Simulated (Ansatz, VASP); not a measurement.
## WS2: VASP beside Ansatz

```
W S
1.0
     3.04091    0.00000    0.00000
    -1.52046    2.63351    0.00000
     0.00000    0.00000   11.81903
W S
2 4
Direct
  0.33333 0.66667 0.25000
  0.66667 0.33333 0.75000
  0.33333 0.66667 0.64201
  0.66667 0.33333 0.14201
  0.33333 0.66667 0.85799
  0.66667 0.33333 0.35799
```

Alike in both runs: task single point; functional LDA; k mesh 12 × 12 × 4; occupations gaussian, width 0.05 eV; no spin polarisation.

|  | VASP | Ansatz |
| --- | --- | --- |
| version | VASP 6.6.1 | Ansatz 0.2.0 |
| potentials or method | VASP PAW LDA potentials, release 64 (W_sv, S), cutoff 520 eV | scalar-relativistic, plane waves, PAW |
| valence electrons in the cell | 52 | 52 |

|  | VASP | Ansatz | Ansatz less VASP |
| --- | --- | --- | --- |
| gap on the k mesh at the Fermi level (eV) | none | none | - |
| rms of the force components (eV/Å) | 4.717 | 4.700 | -0.0175 |

Ansatz warns that its potentials were made for another functional, while VASP's fit it. LDA's correlation is that of Perdew and Zunger in VASP and of Perdew and Wang (1992) in Ansatz. Atom by atom the forces differ by 0.018 eV/Å (rms over components). A gap of «none» marks a metal or a gap that the smearing closes.

Spin-orbit coupling is off throughout.
